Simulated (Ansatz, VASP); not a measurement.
**Two plane-wave programs on Na**

Contents of INCAR:

```
PREC = Accurate ; ENCUT = 520
EDIFF = 1E-6 ; ISMEAR = -1
SIGMA = 0.05 ; LREAL = False
LASPH = True ; NELM = 100
ALGO = Normal ; ISIF = 2
LWAVE = False ; LCHARG = False
GGA = PE ; NBANDS = 10
```

The input KPOINTS:

```
regular mesh
0
Gamma
  13 13 13
```

Contents of POSCAR:

```
Na
1.0
   -1.7501072043      1.7501072043      1.7501072043
    1.7501072043     -1.7501072043      1.7501072043
    1.7501072043      1.7501072043     -1.7501072043
Na
1
Direct
    0.0000000000      0.0000000000      0.0000000000
```

Input for Ansatz:

```yaml
crystal:
  lattice:
    - [-1.7501072043, 1.7501072043, 1.7501072043]
    - [1.7501072043, -1.7501072043, 1.7501072043]
    - [1.7501072043, 1.7501072043, -1.7501072043]
  atoms:
    - { symbol: Na, position: [0.0, 0.0, 0.0] }
kpoints:
  mp_grid: { grid: [13, 13, 13] }
scf:
  occupations: { method: fermi_dirac, width: 0.05 }
hamiltonian:
  xc: pbe
  pseudopotentials: { kind: paw }
output:
  forces: true
  stress: true
  eigenvalues: true
  populations: true
  write_density: true
  write_potential: true
  elf: true
  volumetric_format: npy
```

Change from the starting cell: volume scaled by 0.58, PAW files.

Alike in both runs: task single point; functional PBE; k mesh 13 × 13 × 13; occupations fermi-dirac, width 0.05 eV; no spin polarisation.

|  | VASP | Ansatz |
| --- | --- | --- |
| version | VASP 6.6.1 | Ansatz 0.2.0 |
| potentials or method | VASP PAW PBE potentials, release 64 (Na_pv) | PAW with Ansatz's default frozen-core files, scalar-relativistic |
| plane-wave cutoff (eV) | 520 | 420 |
| valence electrons in the cell | 7 | 9 |

Ansatz gave:

| Property | Result |
| --- | --- |
| pressure (GPa) | 11.7 |

Q: What did VASP give for the same quantities?

A: Pressure (GPa): 11.6.

VASP's potentials hold 7 valence electrons a cell and Ansatz's 9, so a difference there can come from the potentials and not from the codes.
